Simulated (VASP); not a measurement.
# S (Fm-3m) in VASP: notebook

S is run at these levels: PBE; tasks: single point, relaxation of cell and atoms.

All numbers are computed with VASP 6.6.1; they aren't measurements. Logs are shortened: lines on timing, memory, paths and dates and some standing lists are left out, and cuts for length are marked.

## 1. The cell of the first run

Symmetry: Fm-3m, No. 225, cubic system. The conventional cell has a = 3.985 Å, b = 3.985 Å, c = 3.985 Å, α = 90.00°, β = 90.00°, γ = 90.00°. Within 3.7 Å of S (site symmetry m-3m) lie 12 S at 2.82 Å.

This isn't the form of S at room conditions, which is orthorhombic, of S8 rings.

## 2. Single point, PBE

INCAR

```
PREC = Accurate ; ENCUT = 500
EDIFF = 1E-6 ; ISMEAR = -1
SIGMA = 0.05 ; LREAL = F
LASPH = T ; NELM = 120
ALGO = Normal ; ISIF = 2
LWAVE = F ; LCHARG = F
GGA = PE ; NBANDS = 9
GGA_COMPAT = F
```

KPOINTS

```
Automatic mesh
0
Gamma
  9 9 9
```

POSCAR

```
S
1.0
    0.0000000000      1.9924095260      1.9924095260
    1.9924095260      0.0000000000      1.9924095260
    1.9924095260      1.9924095260      0.0000000000
S
1
Direct
    0.0000000000      0.0000000000      0.0000000000
```

Potentials or basis: VASP PAW PBE potentials, release 64 (S).

Launch:

```console
cat potpaw_PBE.64/S/POTCAR > POTCAR
mpirun -np 1 vasp_std > vasp.out
```

OUTCAR:

```text
PREC = Accurate
   ENCUT = 500
   EDIFF = 1E-6
   ISMEAR = -1
   LREAL = F
   LASPH = T
   NELM = 120
   ISIF = 2
   GGA = PE

 ion  position               nearest neighbor table
   1  0.000  0.000  0.000-

  LATTYP: Found a face centered cubic cell.
 ALAT       =     3.9848190520

  Lattice vectors:

 A1 = (   0.0000000000,   1.9924095260,   1.9924095260)
 A2 = (   1.9924095260,   0.0000000000,   1.9924095260)
 A3 = (   1.9924095260,   1.9924095260,   0.0000000000)

Analysis of symmetry for initial positions (statically):
=====================================================================
 Subroutine PRICEL returns:
 Original cell was already a primitive cell.

 Routine SETGRP: Setting up the symmetry group for a
 face centered cubic supercell.

 Subroutine GETGRP returns: Found 48 space group operations
 (whereof 48 operations were pure point group operations)
 out of a pool of 48 trial point group operations.

The static configuration has the point symmetry O_h .

Analysis of symmetry for dynamics (positions and initial velocities):
=====================================================================
 Subroutine PRICEL returns:
 Original cell was already a primitive cell.

 Routine SETGRP: Setting up the symmetry group for a
 face centered cubic supercell.

 Subroutine GETGRP returns: Found 48 space group operations
 (whereof 48 operations were pure point group operations)
 out of a pool of 48 trial point group operations.

The dynamic configuration has the point symmetry O_h .

 Subroutine INISYM returns: Found 48 space group operations
 (whereof 48 operations are pure point group operations),
 and found     1 'primitive' translations

----------------------------------------------------------------------------------------

                                     Primitive cell

  volume of cell :      15.8185

  direct lattice vectors                    reciprocal lattice vectors
     0.000000000  1.992409526  1.992409526    -0.250952424  0.250952424  0.250952424
     1.992409526  0.000000000  1.992409526     0.250952424 -0.250952424  0.250952424
     1.992409526  1.992409526  0.000000000     0.250952424  0.250952424 -0.250952424

  length of vectors
     2.817692573  2.817692573  2.817692573     0.434662349  0.434662349  0.434662349

  position of ions in fractional coordinates (direct lattice)
     0.000000000  0.000000000  0.000000000

  ion indices of the primitive-cell ions
   primitive index   ion index
                 1           1

----------------------------------------------------------------------------------------

 KPOINTS: Automatic mesh

Automatic generation of k-mesh.
 Grid dimensions read from file:
 generate k-points for:    9    9    9

 Generating k-lattice:

  Cartesian coordinates                     Fractional coordinates (reciprocal lattice)
    -0.027883603  0.027883603  0.027883603     0.111111111  0.000000000  0.000000000
     0.027883603 -0.027883603  0.027883603     0.000000000  0.111111111  0.000000000
     0.027883603  0.027883603 -0.027883603     0.000000000  0.000000000  0.111111111

  Length of vectors
     0.048295817  0.048295817  0.048295817

  Shift w.r.t. Gamma in fractional coordinates (k-lattice)
     0.000000000  0.000000000  0.000000000

 Subroutine IBZKPT returns following result:
 ===========================================

 Found     35 irreducible k-points:

 Following reciprocal coordinates:
            Coordinates               Weight
  0.000000  0.000000  0.000000      1.000000
  0.111111  0.000000  0.000000      8.000000
  0.222222  0.000000  0.000000      8.000000
  0.333333  0.000000  0.000000      8.000000
  0.444444  0.000000  0.000000      8.000000
  0.111111  0.111111  0.000000      6.000000
[... 16 lines left out ...]
 -0.333333  0.333333  0.000000     12.000000
  0.444444  0.444444  0.000000      6.000000
 [... further k-points ...]
   k-points           NKPTS =     35   k-points in BZ     NKDIM =     35   number of bands    NBANDS=      9
   number of dos      NEDOS =    301   number of ions     NIONS =      1
   total plane-waves  NPLWV =  13824
   dimension x,y,z NGX =    24 NGY =   24 NGZ =   24
   dimension x,y,z NGXF=    48 NGYF=   48 NGZF=   48
   ions per type =               1
   NGX,Y,Z   is equivalent  to a cutoff of  14.16, 14.16, 14.16 a.u.
   NGXF,Y,Z  is equivalent  to a cutoff of  28.32, 28.32, 28.32 a.u.
 SYSTEM =  unknown system
   PREC   = accura    normal or accurate (medium, high low for compatibility)
   ISTART =      0    job   : 0-new  1-cont  2-samecut
   ICHARG =      2    charge: 1-file 2-atom 10-const
   ISPIN  =      1    spin polarized calculation?
   LNONCOLLINEAR =      F non collinear calculations
   LSORBIT =      F    spin-orbit coupling
   LASPH  =      T    aspherical Exc in radial PAW
   ENCUT  =  500.0 eV  36.75 Ry    6.06 a.u.   5.14  5.14  5.14*2*pi/ulx,y,z
   NELM   =    120;   NELMIN=  2; NELMDL= -5     # of ELM steps
   EDIFF  = 0.1E-05   stopping-criterion for ELM
   LREAL  =      F    real-space projection
   EDIFFG = 0.1E-04   stopping-criterion for IOM
   NSW    =      0    number of steps for IOM
   IBRION =     -1    ionic relax: 0-MD 1-quasi-New 2-CG
   NFREE  =      0    steps in history (QN), initial steepest desc. (CG)
   ISIF   =      2    stress and relaxation
   ISYM   =      2    0-nonsym 1-usesym 2-fastsym
   POTIM  = 0.5000    time-step for ionic-motion
   TEBEG  =    0.0;   TEEND  =   0.0 temperature during run
   PSTRESS=    0.0 pullay stress
   NELECT =       6.0000    total number of electrons
   NUPDOWN=      -1.0000    fix difference up-down
   EMIN   =  10.00;   EMAX   =-10.00  energy-range for DOS
   EFERMI =   0.00;   METHOD = LEGACY
   ISMEAR =    -1;   SIGMA  =   0.05  broadening in eV -4-tet -1-fermi 0-gaus
   EFERMI_NEDOS =   21; number of points for ismear=-14 and -15
   IALGO  =     38    algorithm
   IMIX   =      4    mixing-type and parameters
     AMIX     =   0.40;   BMIX     =  1.00
     AMIX_MAG =   1.60;   BMIX_MAG =  1.00
  volume/ion in A,a.u.               =      15.82       106.75
  Fermi-wavevector in a.u.,A,eV,Ry     =   1.185050  2.239420 19.107250  1.404343
  Thomas-Fermi vector in A             =   2.321252
   LORBIT       =      0    0 simple, 1 ext, 2 COOP (PROOUT), +10 PAW based schemes
   GGA     = PE    functional components
   LHFCALC =     F    Hartree Fock is set to
   AEXX    =    0.0000 exact exchange contribution
   IVDW    =     0    specifies the selected vdW correction
   LEPSILON=     F    determine dielectric tensor
   LRPA    =     F    only Hartree local field effects (RPA)
 non-spin polarized calculation
  energy-cutoff  :      500.00
  volume of cell :       15.82
 maximum number of plane-waves:       419
 NGX is ok and might be reduce to    24
   NGX = 11   NGY = 11   NGZ = 11

 number of electron       5.9999999 magnetization

 Free energy of the ion-electron system (eV)
  ---------------------------------------------------
  ext. energy  EPLUGINS =         0.00000000
  ---------------------------------------------------
  free energy    TOTEN  =        -2.84410802 eV

  energy without entropy =       -2.83950125  energy(sigma->0) =       -2.84180464

 E-fermi :   7.4740     XC(G=0): -11.1819

 val. band max:        7.4473677171   @ k =   0.3333   0.2222   0.1111
 cond. band min:       7.6531950085   @ k =   0.3333   0.2222   0.0000
 fundamental gap:      0.2058272914
 Fermi energy:         7.4739604984

 k-point     1 :       0.0000    0.0000    0.0000
  band No.  band energies     occupation
      1      -9.2641      2.00000
      2      10.6542      0.00000
      3      10.6542      0.00000
      4      10.6542      0.00000
      5      19.5741      0.00000
      6      19.5741      0.00000
      7      19.5741      0.00000
      8      21.8547      0.00000
      9      24.9057      0.00000

 k-point     2 :       0.1111    0.0000    0.0000
  band No.  band energies     occupation
      1      -8.9726      2.00000
      2       9.1392      0.00000
      3      10.4473      0.00000
      4      10.4473      0.00000
      5      19.0362      0.00000
      6      20.0318      0.00000
      7      20.0318      0.00000
      8      22.8167      0.00000
      9      24.1626      0.00000

 k-point     3 :       0.2222    0.0000    0.0000
  band No.  band energies     occupation
      1      -8.1192      2.00000
      2       6.0272      2.00000
      3      10.0067      0.00000
      4      10.0067      0.00000
      5      18.0451      0.00000
      6      20.3351      0.00000
      7      20.3351      0.00000
      8      24.0353      0.00000
      9      24.0356      0.00000

 k-point     4 :       0.3333    0.0000    0.0000
  band No.  band energies     occupation
      1      -6.8012      2.00000
      2       2.8287      2.00000
      3       9.6060      0.00000
      4       9.6060      0.00000
      5      17.3144      0.00000
      6      19.5200      0.00000
      7      19.5200      0.00000
      8      25.2913      0.00000
      9      26.1346      0.00000
[... 205 lines left out ...]
 k-point    22 :      -0.4444    0.3333    0.0000
  band No.  band energies     occupation
      1      -3.7807      2.00000
      2       1.8791      2.00000
      3       4.0049      2.00000
      4       7.2971      1.94350
      5      14.0378      0.00000
      6      18.1433      0.00000
      7      25.1172      0.00000
      8      25.7807      0.00000
      9      28.9398      0.00000

 k-point    23 :      -0.3333    0.3333    0.0000
  band No.  band energies     occupation
      1      -3.9271      2.00000
      2       2.5456      2.00000
      3       2.7733      2.00000
      4       7.9070      0.00035
      5      14.9053      0.00000
      6      21.3977      0.00000
      7      23.7178      0.00000
      8      23.8472      0.00000
      9      26.3941      0.00000

 k-point    24 :       0.4444    0.4444    0.0000
  band No.  band energies     occupation
      1      -3.9591      2.00000
      2       1.5744      2.00000
      3       6.7113      2.00000
      4       6.7113      2.00000
      5      13.0394      0.00000
      6      13.4615      0.00000
      7      29.1067      0.00000
      8      29.9215      0.00000
      9      29.9215      0.00000

 [... further k-points ...]

------------------------ aborting loop because EDIFF is reached ----------------------------------------

  FORCE on cell =-STRESS in cart. coord.  units (eV):
  Direction    XX          YY          ZZ          XY          YZ          ZX
  --------------------------------------------------------------------------------------
  -------------------------------------------------------------------------------------
  Total       -0.0182329     -0.0182329     -0.0182329      0.0000000      0.0000000      0.0000000
  in kB       -1.8467183     -1.8467183     -1.8467183      0.0000000      0.0000000      0.0000000
  external PRESSURE =      -1.8467183 kB  Pullay stress =       0.0000000 kB

 VOLUME and BASIS-vectors are now :
 -----------------------------------------------------------------------------
  energy-cutoff  :      500.00
  volume of cell :       15.82
      direct lattice vectors                 reciprocal lattice vectors
     0.000000000  1.992409526  1.992409526    -0.250952424  0.250952424  0.250952424
     1.992409526  0.000000000  1.992409526     0.250952424 -0.250952424  0.250952424
     1.992409526  1.992409526  0.000000000     0.250952424  0.250952424 -0.250952424

 POSITION                                       TOTAL-FORCE (eV/Angst)
 -----------------------------------------------------------------------------------
      0.00000      0.00000      0.00000        -0.000000      0.000000      0.000000
 -----------------------------------------------------------------------------------
    total drift:                                0.000000     -0.000000     -0.000000

  FREE ENERGIE OF THE ION-ELECTRON SYSTEM (eV)
  ---------------------------------------------------
  free  energy   TOTEN  =        -2.8441080181 eV

  energy  without entropy=       -2.8395012540  energy(sigma->0) =       -2.84180464
```

Wall time 4.9 s (1 thread of Intel Xeon Platinum 8259CL at 2.50GHz (Skylake/Cascade Lake), shared host); peak memory 0.13 GiB.

Results:

- Free energy: -2.8441 eV
- Pressure: -0.2 GPa
- Band gap on the k mesh: zero (bands 3 and 4 overlap by 5.21 eV)

Levels at points of the mesh, in eV from the Fermi level:
```tsv
k point	band 1	band 2	band 3	band 4	band 5	band 6	band 7	band 8
(0.00, 0.00, 0.00)	-16.74	3.18	3.18	3.18	12.10	12.10	12.10	14.38
```

## 3. Relaxation of cell and atoms, PBE

This run uses another cell than the first one, of 18.52 Å³/atom.

INCAR

```
PREC = Accurate ; ENCUT = 500
EDIFF = 1E-7 ; ISMEAR = -1
SIGMA = 0.05 ; LREAL = False
LASPH = True ; NELM = 120
ALGO = Normal ; ISIF = 3
LWAVE = False ; LCHARG = False
GGA = PE ; IBRION = 2
NSW = 80 ; EDIFFG = -0.01
GGA_COMPAT = False ; NELMIN = 4
```

KPOINTS is that of step 2.

POSCAR

```
S
1.0
    0.0000000000      2.1000000000      2.1000000000
    2.1000000000      0.0000000000      2.1000000000
    2.1000000000      2.1000000000      0.0000000000
S
1
Direct
    0.0000000000      0.0000000000      0.0000000000
```

Potentials or basis: VASP PAW PBE potentials, release 64 (S).

Launch:

```console
cat potpaw_PBE.64/S/POTCAR > POTCAR
mpirun -np 1 vasp_std > vasp.out
```

Run time: 18 s. Hardware: 1 thread of Intel Xeon Platinum 8259CL at 2.50GHz (Skylake/Cascade Lake), shared host; peak memory 0.13 GiB.

The run converged. Its results:

```
Free energy                           : -2.8449 eV
Relaxed volume                        : 15.80 Å³/atom
Relaxed cell                          : a = 2.816 Å, b = 2.816 Å, c = 2.816 Å, α = 60.00°, β = 60.00°, γ = 60.00°
Space group after relaxing (to 0.1 Å) : Fm-3m (No. 225)
Energy gained by relaxing             : 89.1 meV/atom
Ionic steps                           : 3
Pressure after relaxing               : 0.0 GPa
Band gap on the k mesh                : zero (bands 3 and 4 overlap by 5.22 eV)
```

The path:
| step | energy change (eV) | largest force (eV/Å) | pressure (GPa) | volume (Å³) |
| --- | --- | --- | --- | --- |
| 1 | 0.0000 | 0.0000 | -8.96 | 18.52 |
| 2 | -0.0889 | 0.0000 | -0.46 | 15.88 |
| 3 | -0.0891 | 0.0000 | -0.02 | 15.80 |

Final structure:
```
CELL_PARAMETERS angstrom
0.00000 1.99148 1.99148
1.99148 0.00000 1.99148
1.99148 1.99148 0.00000
ATOMIC_POSITIONS crystal
S 0.00000 0.00000 0.00000
```

Levels at points of the mesh, in eV from the Fermi level:
```
           k point  band 1  band 2  band 3  band 4  band 5  band 6  band 7
(0.00, 0.00, 0.00)  -16.75    3.19    3.19    3.19   12.10   12.10   12.10
```
